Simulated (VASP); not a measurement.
LiCl, 2 atoms in the cell. The structure is cubic, space group Fm-3m (No. 225). Conventional cell: a = 5.130 Å, b = 5.130 Å, c = 5.130 Å, α = 90.00°, β = 90.00°, γ = 90.00°. Li (site symmetry m-3m) has 6 Cl at 2.56 Å within 3.4 Å. Within 3.4 Å of Cl (site symmetry m-3m) lie 6 Li at 2.56 Å. 

| Item | Value |
| --- | --- |
| Program | VASP 6.6.1 |
| Task | electric field gradients |
| Functional | PBEsol |
| Potentials or basis | VASP PAW PBE potentials, release 64 (Li_sv, Cl) |
| Cutoff | 520 eV |
| k mesh | 9 × 9 × 9 |
| Occupations | fermi-dirac, width 0.03 eV |
| Spin | no spin polarisation |
| Dipole correction | no |
| Further INCAR settings | ALGO = Normal; EDIFF = 1e-08; NBANDS = 12 |

Potentials or basis: VASP PAW PBE potentials, release 64 (Li_sv, Cl).

Launch:

```console
$ cat potpaw_PBE.64/Li_sv/POTCAR potpaw_PBE.64/Cl/POTCAR > POTCAR
$ mpirun -np 1 vasp_std > vasp.out
```

Hardware: 1 thread of Intel(R) Xeon(R) 6975P-C (Granite Rapids) (shared host).

Problem. Estimate the wall time of this run.

Solution. It took 6.8 s on 1 thread of Intel(R) Xeon(R) 6975P-C (Granite Rapids), with other jobs on the host, peak memory 0.15 GiB. Counts: scf iterations 14, k points 35.
